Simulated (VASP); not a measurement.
# NaMg5Cl11 in VASP: notebook

Runs on NaMg5Cl11. Level: PBE. Tasks: single point.

All numbers are computed with VASP 6.6.1; they aren't measurements. Logs are shortened: lines on timing, memory, paths and dates and some standing lists are left out, and cuts for length are marked.

## (1) The cell of the first run

The cell holds a disordered packing, 17 atoms: a = 7.339 Å, b = 7.493 Å, c = 8.059 Å, α = 92.73°, β = 92.60°, γ = 91.54°.

## (2) Single point, PBE

Contents of INCAR:

```
SYSTEM = NaMg5Cl11
  ALGO = Normal
  EDIFF = 1E-6
  ENCUT = 520
  GGA = PE
  GGA_COMPAT = .False.
  ISIF = 2
  ISMEAR = -1
  ISYM = 0
  LASPH = .True.
  LCHARG = .True.
  LELF = .True.
  LREAL = .False.
  LVHAR = .True.
  LWAVE = .False.
  NBANDS = 61
  NELM = 120
  PREC = Accurate
  SIGMA = 0.0991
```

Contents of KPOINTS:

```
k-points
0
Gamma
  1 1 1
  0 0 0
```

Contents of POSCAR:

```
NaMg5Cl11
1.0
    7.3358240000     -0.1022000000     -0.1754900000
   -0.1022000000      7.4901820000     -0.1860490000
   -0.1754900000     -0.1860490000      8.0546370000
Na Cl Mg
1 11 5
Direct
    0.7009793540      0.9108797534      0.6895336356
    0.7023918111      0.3353798699      0.8333117716
    0.0122605556      0.4499914970      0.1792817073
    0.4756668439      0.2609872082      0.1222825043
    0.9253491383      0.1030524487      0.4713001126
    0.9540441274      0.6983236054      0.7083488197
    0.2338919109      0.4694585583      0.5955167175
    0.6461932147      0.8350796307      0.1886463881
    0.6756079088      0.5071172483      0.4124470276
    0.2363553168      0.8482376293      0.3264124451
    1.0136662384      0.9993409787     -0.0384838351
    0.3987805382      0.8085154958      0.8131720270
    0.9120328952      0.3832103884      0.6219425608
    0.3384469622      0.9467355344      0.0798562687
    0.8238064619      0.6413781339      1.0257186707
    0.7656483262      0.1249826540      0.1418151461
    0.3786083372      0.4674795814      0.3445080251
```

Potentials or basis: VASP PAW PBE potentials, release 64 (Na_pv, Cl, Mg).

Launch:

```
$ cat potpaw_PBE.64/Na_pv/POTCAR potpaw_PBE.64/Cl/POTCAR potpaw_PBE.64/Mg/POTCAR > POTCAR
$ mpirun -np 1 vasp_gam > vasp.out
```

OUTCAR:

```text
SYSTEM = NaMg5Cl11
   EDIFF = 1E-6
   ENCUT = 520
   GGA = PE
   ISIF = 2
   ISMEAR = -1
   ISYM = 0
   LASPH = .True.
   LREAL = .False.
   NELM = 120
   PREC = Accurate

 ion  position               nearest neighbor table
   1  0.701  0.911  0.690-   6 2.48  12 2.58
   2  0.702  0.335  0.833-  13 2.38  15 2.81  16 3.03
   3  0.012  0.450  0.179-  15 2.37  17 2.94  16 2.99
   4  0.476  0.261  0.122-  16 2.39  17 2.45  14 2.54
   5  0.925  0.103  0.471-  13 2.38  16 2.87
   6  0.954  0.698  0.708-  13 2.44   1 2.48  15 2.82
   7  0.234  0.469  0.596-  17 2.33  13 2.45
   8  0.646  0.835  0.189-  15 2.37  16 2.37  14 2.56
   9  0.676  0.507  0.412-  17 2.23  13 2.59
  10  0.236  0.848  0.326-  14 2.30  17 3.07
  11  0.014  0.999  0.962-  16 2.55  14 2.57  15 3.07
  12  0.399  0.809  0.813-  14 2.41   1 2.58
  13  0.912  0.383  0.622-   2 2.38   5 2.38   6 2.44   7 2.45   9 2.59
  14  0.338  0.947  0.080-  10 2.30  12 2.41   4 2.54   8 2.56  11 2.57  16 3.38
  15  0.824  0.641  0.026-   8 2.37   3 2.37   2 2.81   6 2.82  11 3.07
  16  0.766  0.125  0.142-   8 2.37   4 2.39  11 2.55   5 2.87   3 2.99   2 3.03  14 3.38
  17  0.379  0.467  0.345-   9 2.23   7 2.33   4 2.45   3 2.94  10 3.07

IMPORTANT INFORMATION: All symmetrisations will be switched off!
NOSYMM: (Re-)initialisation of all symmetry stuff for point group C_1.

----------------------------------------------------------------------------------------

                                     Primitive cell

  volume of cell :     442.0000

  direct lattice vectors                    reciprocal lattice vectors
     7.335824000 -0.102200000 -0.175490000     0.136416485  0.001936275  0.003016892
    -0.102200000  7.490182000 -0.186049000     0.001936275  0.133612231  0.003128411
    -0.175490000 -0.186049000  8.054637000     0.003016892  0.003128411  0.124290079

  length of vectors
     7.338634433  7.493189272  8.058696431     0.136463578  0.133662876  0.124366042

  position of ions in fractional coordinates (direct lattice)
     0.700979354  0.910879753  0.689533636
     0.702391811  0.335379870  0.833311772
     0.012260556  0.449991497  0.179281707
     0.475666844  0.260987208  0.122282504
     0.925349138  0.103052449  0.471300113
     0.954044127  0.698323605  0.708348820
[... 9 lines left out ...]
     0.765648326  0.124982654  0.141815146
     0.378608337  0.467479581  0.344508025

  ion indices of the primitive-cell ions
   primitive index   ion index
                 1           1
                 2           2
                 3           3
                 4           4
                 5           5
                 6           6
[... 9 lines left out ...]
                16          16
                17          17

----------------------------------------------------------------------------------------

 KPOINTS: k-points

Automatic generation of k-mesh.
 Grid dimensions read from file:
 generate k-points for:    1    1    1

 Generating k-lattice:

  Cartesian coordinates                     Fractional coordinates (reciprocal lattice)
     0.136416485  0.001936275  0.003016892     1.000000000 -0.000000000 -0.000000000
     0.001936275  0.133612231  0.003128411    -0.000000000  1.000000000  0.000000000
     0.003016892  0.003128411  0.124290079     0.000000000 -0.000000000  1.000000000

  Length of vectors
     0.136463578  0.133662876  0.124366042

  Shift w.r.t. Gamma in fractional coordinates (k-lattice)
     0.000000000  0.000000000  0.000000000

 Subroutine IBZKPT returns following result:
 ===========================================

 Found      1 irreducible k-points:

 Following reciprocal coordinates:
            Coordinates               Weight
  0.000000  0.000000  0.000000      1.000000
   k-points           NKPTS =      1   k-points in BZ     NKDIM =      1   number of bands    NBANDS=     61
   number of dos      NEDOS =    301   number of ions     NIONS =     17
   total plane-waves  NPLWV = 188160
   dimension x,y,z NGX =    56 NGY =   56 NGZ =   60
   dimension x,y,z NGXF=   112 NGYF=  112 NGZF=  120
   ions per type =               1  11   5
   NGX,Y,Z   is equivalent  to a cutoff of  12.69, 12.42, 12.38 a.u.
   NGXF,Y,Z  is equivalent  to a cutoff of  25.37, 24.85, 24.76 a.u.
 SYSTEM =  NaMg5Cl11
   PREC   = accura    normal or accurate (medium, high low for compatibility)
   ISTART =      0    job   : 0-new  1-cont  2-samecut
   ICHARG =      2    charge: 1-file 2-atom 10-const
   ISPIN  =      1    spin polarized calculation?
   LNONCOLLINEAR =      F non collinear calculations
   LSORBIT =      F    spin-orbit coupling
   LASPH  =      T    aspherical Exc in radial PAW
   ENCUT  =  520.0 eV  38.22 Ry    6.18 a.u.  13.64 13.93 14.98*2*pi/ulx,y,z
   NELM   =    120;   NELMIN=  2; NELMDL= -5     # of ELM steps
   EDIFF  = 0.1E-05   stopping-criterion for ELM
   LREAL  =      F    real-space projection
   EDIFFG = 0.1E-04   stopping-criterion for IOM
   NSW    =      0    number of steps for IOM
   IBRION =     -1    ionic relax: 0-MD 1-quasi-New 2-CG
   NFREE  =      0    steps in history (QN), initial steepest desc. (CG)
   ISIF   =      2    stress and relaxation
   ISYM   =      0    0-nonsym 1-usesym 2-fastsym
   POTIM  = 0.5000    time-step for ionic-motion
   TEBEG  =    0.0;   TEEND  =   0.0 temperature during run
   PSTRESS=    0.0 pullay stress
   NELECT =      94.0000    total number of electrons
   NUPDOWN=      -1.0000    fix difference up-down
   EMIN   =  10.00;   EMAX   =-10.00  energy-range for DOS
   EFERMI =   0.00;   METHOD = LEGACY
   ISMEAR =    -1;   SIGMA  =   0.10  broadening in eV -4-tet -1-fermi 0-gaus
   EFERMI_NEDOS =   21; number of points for ismear=-14 and -15
   IALGO  =     38    algorithm
   IMIX   =      4    mixing-type and parameters
     AMIX     =   0.40;   BMIX     =  1.00
     AMIX_MAG =   1.60;   BMIX_MAG =  1.00
  volume/ion in A,a.u.               =      26.00       175.46
  Fermi-wavevector in a.u.,A,eV,Ry     =   0.977185  1.846612 12.992069  0.954890
  Thomas-Fermi vector in A             =   2.107862
   LORBIT       =      0    0 simple, 1 ext, 2 COOP (PROOUT), +10 PAW based schemes
   GGA     = PE    functional components
   LHFCALC =     F    Hartree Fock is set to
   AEXX    =    0.0000 exact exchange contribution
   IVDW    =     0    specifies the selected vdW correction
   LEPSILON=     F    determine dielectric tensor
   LRPA    =     F    only Hartree local field effects (RPA)
 non-spin polarized calculation
  energy-cutoff  :      520.00
  volume of cell :      442.00
 maximum number of plane-waves:      5943
 NGX is ok and might be reduce to    54
   NGX = 27   NGY = 27   NGZ = 29

 number of electron      93.9999997 magnetization

 Free energy of the ion-electron system (eV)
  ---------------------------------------------------
  ext. energy  EPLUGINS =         0.00000000
  ---------------------------------------------------
  free energy    TOTEN  =       -55.02692462 eV

  energy without entropy =      -55.02692388  energy(sigma->0) =      -55.02692425

 E-fermi :   1.6859     XC(G=0):  -7.7276

 val. band max:        0.0818728760   @ k =   0.0000   0.0000   0.0000
 cond. band min:       3.2762977646   @ k =   0.0000   0.0000   0.0000
 fundamental gap:      3.1944248885
 Fermi energy:         1.6859350721

 k-point     1 :       0.0000    0.0000    0.0000
  band No.  band energies     occupation
      1     -21.8279      2.00000
      2     -21.7956      2.00000
      3     -21.7520      2.00000
      4     -15.2729      2.00000
      5     -15.0233      2.00000
      6     -13.8821      2.00000
[... 51 lines left out ...]
     58       7.1400      0.00000
     59       7.2924      0.00000
 [bands above 59 left out]

------------------------ aborting loop because EDIFF is reached ----------------------------------------

  FORCE on cell =-STRESS in cart. coord.  units (eV):
  Direction    XX          YY          ZZ          XY          YZ          ZX
  --------------------------------------------------------------------------------------
  -------------------------------------------------------------------------------------
  Total        6.0057329      2.8275410      1.1200273      0.1501531      1.6819762     -0.6340207
  in kB       21.7697957     10.2493717      4.0599151      0.5442804      6.0968874     -2.2982207
  external PRESSURE =      12.0263608 kB  Pullay stress =       0.0000000 kB

 VOLUME and BASIS-vectors are now :
 -----------------------------------------------------------------------------
  energy-cutoff  :      520.00
  volume of cell :      442.00
      direct lattice vectors                 reciprocal lattice vectors
     7.335824000 -0.102200000 -0.175490000     0.136416485  0.001936275  0.003016892
    -0.102200000  7.490182000 -0.186049000     0.001936275  0.133612231  0.003128411
    -0.175490000 -0.186049000  8.054637000     0.003016892  0.003128411  0.124290079

 POSITION                                       TOTAL-FORCE (eV/Angst)
 -----------------------------------------------------------------------------------
      4.92816      6.62273      5.26146        -0.194065      0.481131     -0.477485
      4.97211      2.28523      6.52636         0.340596      0.124782      0.208946
      0.01249      3.33591      1.35818         0.100869     -0.107720     -0.401064
      3.44128      1.88348      0.85291        -0.859696     -0.605823      0.076529
      6.69496      0.58963      3.61459        -0.759598      0.259924     -0.339443
      6.80302      5.00128      5.40814        -0.946978     -0.659114      1.013798
[... 9 lines left out ...]
      5.57900      0.83151      0.98465         1.740389      0.642557      0.281698
      2.66917      3.39872      2.62147        -1.407759      0.444352      0.392032
 -----------------------------------------------------------------------------------
    total drift:                                0.000908      0.000804     -0.001056

  FREE ENERGIE OF THE ION-ELECTRON SYSTEM (eV)
  ---------------------------------------------------
  free  energy   TOTEN  =       -55.0269246198 eV

  energy  without entropy=      -55.0269238841  energy(sigma->0) =      -55.02692425
```

Run time: 59 s. Hardware: 1 thread of Intel Xeon 8259CL, shared host; peak memory 0.41 GiB.

Results:

| Item | Value |
| --- | --- |
| Free energy | -55.0269 eV |
| Pressure | 1.2 GPa |
| Largest force | 1.876 eV/Å |

Forces on the atoms (eV/Å):
```
Na  -0.194  0.481 -0.477
Cl   0.341  0.125  0.209
Cl   0.101 -0.108 -0.401
Cl  -0.860 -0.606  0.077
Cl  -0.760  0.260 -0.339
Cl  -0.947 -0.659  1.014
Cl   0.629 -1.126 -0.494
Cl   0.261  0.077 -0.237
Cl   0.436  0.097  0.417
Cl   0.436 -0.535 -0.113
Cl  -0.513  0.572  1.054
Cl   0.405  0.515  0.867
Mg   0.194  0.434 -0.518
Mg  -0.680 -0.266 -0.611
Mg   0.817 -0.348 -1.119
Mg   1.740  0.643  0.282
Mg  -1.408  0.444  0.392
```

Stress tensor (GPa, compression positive):
```
 2.18  0.05 -0.23
 0.05  1.02  0.61
-0.23  0.61  0.41
```

Caveat: the k points lie up to 0.86 Å⁻¹ apart; the atoms stand as in a frame of molecular dynamics.

## (3) Single point, PBE

Contents of INCAR:

```
SYSTEM = NaMg5Cl11
ALGO = Normal
EDIFF = 1E-6
ENCUT = 520
GGA = PE
GGA_COMPAT = .FALSE.
ISIF = 2
ISMEAR = -1
ISYM = 0
LASPH = .TRUE.
LCHARG = .FALSE.
LREAL = .FALSE.
LWAVE = .FALSE.
NBANDS = 61
NELM = 120
PREC = Accurate
SIGMA = 0.0991
```

Contents of KPOINTS:

```
k-points
0
G
  1 1 1
  0 0 0
```

Contents of POSCAR:

```
NaMg5Cl11
1.0
    7.3358240000     -0.1022000000     -0.1754900000
   -0.1022000000      7.4901820000     -0.1860490000
   -0.1754900000     -0.1860490000      8.0546370000
Na Cl Mg
1 11 5
Direct
    0.6498116741      0.9827431917      0.7279943018
    0.6788561891      0.3119851071      0.7711416405
   -0.0436432257      0.4616832939      0.1078975707
    0.4335388832      0.1892678403      0.2026826077
    0.8517085553      0.1050375184      0.4512064864
    0.8802031483      0.7342791941      0.7233634191
    0.2033439201      0.3227153193      0.5655860949
    0.6687681555      0.8677423429      0.1534002983
    0.6175088772      0.5685582228      0.4533921667
    0.1894636642      0.7952474551      0.2781685844
    1.0573345955      1.0434338081     -0.0306879795
    0.3553306623      0.7650977298      0.8427158971
    0.8884803869      0.4001907690      0.5964342671
    0.3713998281      0.9010676732      0.0664975585
    0.9264483438      0.7500172480      1.0007990899
    0.8408612632      0.1448399145      0.1658020174
    0.3683059110      0.4282097826      0.3723876081
```

Potentials or basis: VASP PAW PBE potentials, release 64 (Na_pv, Cl, Mg).

Launch:

```
$ cat potpaw_PBE.64/Na_pv/POTCAR potpaw_PBE.64/Cl/POTCAR potpaw_PBE.64/Mg/POTCAR > POTCAR
$ mpirun -np 1 vasp_gam > vasp.out
```

Wall time 57 s (1 thread of Intel Xeon 8259CL, shared host); peak memory 0.41 GiB.

The run converged. Its results:

| Quantity | Value |
| --- | --- |
| Free energy | -55.0924 eV |
| Pressure | 4.7 GPa |
| Largest force | 3.638 eV/Å |

Forces on the atoms (eV/Å):
```
Na  -0.430 -0.359 -0.467
Cl  -0.597 -0.105  1.222
Cl  -0.200 -0.718  0.354
Cl   0.391  0.499 -0.489
Cl  -0.099  0.157 -0.242
Cl   0.501 -0.782 -0.695
Cl  -0.655  0.085  1.144
Cl   1.371 -0.748 -0.425
Cl   1.232  0.599 -0.150
Cl   0.142 -0.525  0.102
Cl  -0.466  0.520  0.178
Cl   0.219 -1.674 -3.223
Mg  -0.088  0.493 -0.394
Mg  -1.131  1.616  3.055
Mg   0.534 -0.584  0.981
Mg   0.091  1.031 -0.026
Mg  -0.816  0.494 -0.926
```

Stress tensor (GPa, compression positive):
```
4.20 1.41 0.93
1.41 4.00 2.68
0.93 2.68 5.88
```

Levels at points of the mesh, in eV from the Fermi level:
| k point | band 45 | band 46 | band 47 | band 48 | band 49 | band 50 |
| --- | --- | --- | --- | --- | --- | --- |
| (0.00, 0.00, 0.00) | -2.43 | -2.27 | -2.01 | 2.00 | 3.53 | 3.76 |

Caveat: the k points lie up to 0.86 Å⁻¹ apart; the atoms stand as in a frame of molecular dynamics.
